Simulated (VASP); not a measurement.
Write the native input for VASP 6.6.1 that does the following.

| Quantity | Value |
| --- | --- |
| Task | single point |
| Functional | PBE |
| Potentials or basis | VASP PAW PBE potentials, release 64 (Se) |
| Cutoff | 520 eV |
| k mesh | 6 × 6 × 4 |
| Occupations | gaussian, width 0.1 eV |
| Spin | no spin polarisation |
| Dipole correction | no |
| Further INCAR settings | ALGO = Normal; EDIFF = 1e-06; NBANDS = 13 |

The structure of Se lies in POSCAR:

```
Se
1.0
    3.7082984900      0.0000000000      0.0000000000
   -1.8541492500      3.2114807000      0.0000000000
    0.0000000000      0.0000000000      4.4649827500
Se
2
Direct
    0.3333333300      0.6666666700      0.0000000000
    0.6666666700      0.3333333300      0.0000000000
```

The cell was generated, and may not be a known phase.

One way to write it, as run:

INCAR

```
ALGO = Normal ; EDIFF = 1E-6
ENCUT = 520 ; GGA = PE
ISIF = 2 ; ISMEAR = 0
LASPH = T ; LCHARG = F
LREAL = F ; LWAVE = F
NBANDS = 13 ; NELM = 60
PREC = Accurate ; SIGMA = 0.1
```

KPOINTS

```
k-points
0
Gamma
  6 6 4
```

Potentials or basis: VASP PAW PBE potentials, release 64 (Se).

The run is started by

```bash
$ cat potpaw_PBE.64/Se/POTCAR > POTCAR
$ mpirun -np 1 vasp_std > vasp.out
```

It gave:

```yaml
Pressure: 44.8 GPa
Band_gap_on_the_k_mesh: zero (bands 6 and 7 overlap by 1.53 eV)
```

Caveat: the stress differs along the axes, from 0 to 67 GPa; this functional lacks dispersion, which binds layers or chains, so the pressure and a relaxed spacing across them are unreliable.

Wall time 6.7 s on 1 thread of Intel(R) Xeon(R) 6975P-C (Granite Rapids), with other jobs on the host, peak memory 0.16 GiB.
